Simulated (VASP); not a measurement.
CeO2:

```
Ce O
1.0
     0.00000    2.66711    2.66711
     2.66711    0.00000    2.66711
     2.66711    2.66711    0.00000
Ce O
1 2
Direct
  0.00000 0.00000 0.00000
  0.75000 0.75000 0.75000
  0.25000 0.25000 0.25000
```

Program: VASP 6.6.1. Alike in all runs: task single point; cell as given; k mesh 9 × 9 × 9; cutoff (eV) 520; smearing fermi-dirac 0.05 eV.

Task: Order these runs on this cell by their pressure, lowest first.
A. level r2SCAN; potentials or basis VASP PAW PBE potentials, release 64 (Ce, O); spin collinear, ferromagnetic start
B. level PBE; potentials or basis VASP PAW PBE potentials, release 64 (Ce, O); spin collinear, ferromagnetic start
C. level LDA; potentials or basis VASP PAW LDA potentials, release 64 (Ce, O); spin non-collinear, typed start, SOC

Result: C (3.3 GPa), A (12.2 GPa), B (14.7 GPa).

Caveats: the magnetic or orbital state may not be the lowest; the cell stands under pressure; the moments typed at the start vanished in this run (at least some runs); the PAW data sets were made with another functional, which shifts forces and pressure a little (at least some runs).
